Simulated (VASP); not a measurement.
Set up this calculation in VASP 6.6.1, as the native input.

```
Task                   : single point
Functional             : PBEsol
Potentials or basis    : VASP PAW PBE potentials, release 64 (Rh_pv)
Cutoff                 : 520 eV
k mesh                 : 18 × 18 × 10
Occupations            : gaussian, width 0.1 eV
Spin                   : no spin polarisation
Dipole correction      : no
Further INCAR settings : ALGO = Fast; EDIFF = 1e-06; NBANDS = 22
```

The structure of Rh lies in POSCAR:

```
Rh
1.0
    2.6857505685      0.0000000000      0.0000000000
   -1.3428752842      2.3259282205      0.0000000000
    0.0000000000      0.0000000000      4.3242967029
Rh
2
Direct
    0.6666666667      0.3333333333      0.7500000000
    0.3333333333      0.6666666667      0.2500000000
```

This isn't the form of Rh at room conditions, which is fcc.

One way to write it, as run:

INCAR

```
SYSTEM = Rh
PREC = Accurate
ENCUT = 520
EDIFF = 1E-6
ISMEAR = 0
SIGMA = 0.1
LREAL = .False.
LASPH = .True.
NELM = 60
ALGO = Fast
ISIF = 2
LWAVE = .False.
LCHARG = .True.
GGA = PS
LELF = .True.
LVHAR = .True.
NBANDS = 22
```

KPOINTS

```
Automatic mesh
0
Gamma
  18 18 10
  0 0 0
```

Potentials or basis: VASP PAW PBE potentials, release 64 (Rh_pv).

The run is started by

```sh
$ cat potpaw_PBE.64/Rh_pv/POTCAR > POTCAR
$ mpirun -np 1 vasp_std > vasp.out
```

It gave:

| Quantity | Value |
| --- | --- |
| Pressure | 1.0 GPa |
| Band gap on the k mesh | zero (bands 15 and 16 overlap by 2.52 eV) |

Caveat: the PAW data sets were made with another functional, which shifts forces and pressure a little.

It took 53 s on 1 thread of Intel(R) Xeon(R) 6975P-C (Granite Rapids) (shared host), peak memory 0.21 GiB.
